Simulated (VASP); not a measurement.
Be: single point with PBEsol

Crystal: Be.

```
Be
1.0
     2.26007    0.00000    0.00000
    -1.13003    1.95728    0.00000
     0.00000    0.00000    3.54463
Be
2
Direct
  0.33333 0.66667 0.25000
  0.66667 0.33333 0.75000
```

```json
{
 "Program": "VASP 6.6.1",
 "Task": "single point",
 "Functional": "PBEsol",
 "Potentials or basis": "VASP PAW PBE potentials, release 64 (Be)",
 "Cutoff": "600 eV",
 "k mesh": "23 × 23 × 13",
 "Occupations": "methfessel-paxton, width 0.02 eV",
 "Spin": "no spin polarisation",
 "Dipole correction": "no",
 "Further INCAR settings": "ALGO = Normal; EDIFF = 1e-06; NBANDS = 9"
}
```

```json
{
  "Pressure": "0.4 GPa",
  "Band gap on the k mesh": "zero (bands 2 and 3 overlap by 1.41 eV)"
}
```

Stress tensor (GPa, compression positive):
```
-0.08  0.00  0.00
 0.00 -0.08  0.00
 0.00  0.00  1.29
```

Levels at points of the mesh, in eV from the Fermi level:
```
           k point  band 1  band 2  band 3  band 4  band 5  band 6  band 7
(0.00, 0.00, 0.00)  -11.28   -4.35    1.33   16.12   16.12   19.01   19.01
```

Run time: 48 s on 1 thread of AMD EPYC 7R13 (shared host), peak memory 0.14 GiB.

Caveat: the PAW data sets were made with another functional, which shifts forces and pressure a little.
